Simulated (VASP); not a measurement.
A run of VASP 6.6.1 is set up as follows.

Contents of INCAR:

```
ALGO = Normal
EDIFF = 1E-8
ENCUT = 520
GGA = PS
ISIF = 2
ISMEAR = -1
LASPH = T
LCHARG = F
LEFG = T
LREAL = F
LWAVE = F
NBANDS = 10
NELM = 80
PREC = Accurate
SIGMA = 0.05
```

File KPOINTS:

```
k-points
0
Gamma
  14 14 14
```

The input POSCAR:

```
Re
1.0
    0.0000000000      1.9815615100      1.9815615100
    1.9815615100      0.0000000000      1.9815615100
    1.9815615100      1.9815615100      0.0000000000
Re
1
Direct
    0.0000000000      0.0000000000      0.0000000000
```

Potentials or basis: VASP PAW PBE potentials, release 64 (Re).

Command:

```sh
$ cat potpaw_PBE.64/Re/POTCAR > POTCAR
$ mpirun -np 1 vasp_std > vasp.out
```

(1) Estimate the pressure.

Results:

(1) -21.9 GPa.

Caveat: without QUAD_EFG the Cq values of the log hold for a quadrupole moment of 1 mb, not for the nuclei; the PAW data sets were made with another functional, which shifts forces and pressure a little.
